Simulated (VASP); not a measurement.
Set up this calculation in VASP 6.6.1, as the native input.

- Task: single point
- Functional: PBE
- Potentials or basis: VASP PAW PBE potentials, release 64 (Sr_sv, Cl)
- Cutoff: 520 eV
- k mesh: 6 × 6 × 6
- Occupations: gaussian, width 0.05 eV
- Spin: no spin polarisation
- Dipole correction: no
- Further INCAR settings: ALGO = Normal; EDIFF = 1e-07; NBANDS = 19

The structure of SrCl2 lies in POSCAR:

```
SrCl2
1.0
    0.0000000000      3.6120170450      3.5545859740
    3.6120170450      0.0000000000      3.5545859740
    3.6120170450      3.6120170450      0.0000000000
Sr Cl
1 2
Direct
    0.0000000000      0.0000000000      0.0000000000
    0.2500000000      0.2500000000      0.2500000000
    0.7500000000      0.7500000000      0.7500000000
```

This cell differs from its parent crystal: volume 30.917 Å^3 an atom, c/a of the conventional cell 0.9841.

These files were run (other wordings do the same):

INCAR

```
PREC = Accurate ; ENCUT = 520
EDIFF = 1E-7 ; ISMEAR = 0
SIGMA = 0.05 ; LREAL = False
LASPH = True ; NELM = 60
ALGO = Normal ; ISIF = 2
LWAVE = False ; LCHARG = False
GGA = PE ; NBANDS = 19
```

KPOINTS

```
Automatic mesh
0
Gamma
  6 6 6
```

Potentials or basis: VASP PAW PBE potentials, release 64 (Sr_sv, Cl).

Launch:

```sh
$ cat potpaw_PBE.64/Sr_sv/POTCAR potpaw_PBE.64/Cl/POTCAR > POTCAR
$ mpirun -np 1 vasp_std > vasp.out
```

Results of the run:

- Pressure: -1.7 GPa
- Band gap on the k mesh: 4.94 eV, indirect (least direct gap 5.23 eV)

Run time: 29 s on 1 thread of Intel(R) Xeon(R) 6975P-C (Granite Rapids), on a shared host, peak memory 0.25 GiB.
